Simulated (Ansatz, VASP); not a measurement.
# Two plane-wave programs on Si2W

```
CELL_PARAMETERS angstrom
3.21129 0.00000 0.00000
0.00000 3.21129 0.00000
0.00000 0.00000 20.38287
ATOMIC_POSITIONS crystal
Si 0.00000 0.00000 0.24530
Si 0.00000 0.00000 0.37180
Si 0.50000 0.50000 0.43675
Si 0.50000 0.50000 0.56325
Si 0.00000 0.00000 0.62820
Si 0.00000 0.00000 0.75470
W 0.50000 0.50000 0.30855
W 0.00000 0.00000 0.50000
W 0.50000 0.50000 0.69145
```

Alike in both runs: task single point; functional r2SCAN; k mesh 11 × 11 × 1; occupations gaussian, width 0.1 eV; no spin polarisation.

|  | VASP | Ansatz |
| --- | --- | --- |
| version | VASP 6.6.1 | Ansatz 0.2.0 |
| potentials or method | VASP PAW PBE potentials, release 64 (Si, W_sv), cutoff 520 eV | scalar-relativistic, plane waves, PAW |
| valence electrons in the cell | 66 | 66 |

```tsv
	VASP	Ansatz	Ansatz less VASP
gap on the k mesh at the Fermi level (eV)	none	none	-
rms of the force components (eV/Å)	0.194	0.194	+0.0004
```

VASP's potentials were made for PBE, not for r2SCAN. A gap of «none» marks a metal or a gap that the smearing closes. With one functional, cell and mesh, what is left measures potentials, basis and numerics. Ansatz's warnings: vacuum density over bound, xc potential rough in thin density.

Neither program's run includes spin-orbit coupling.
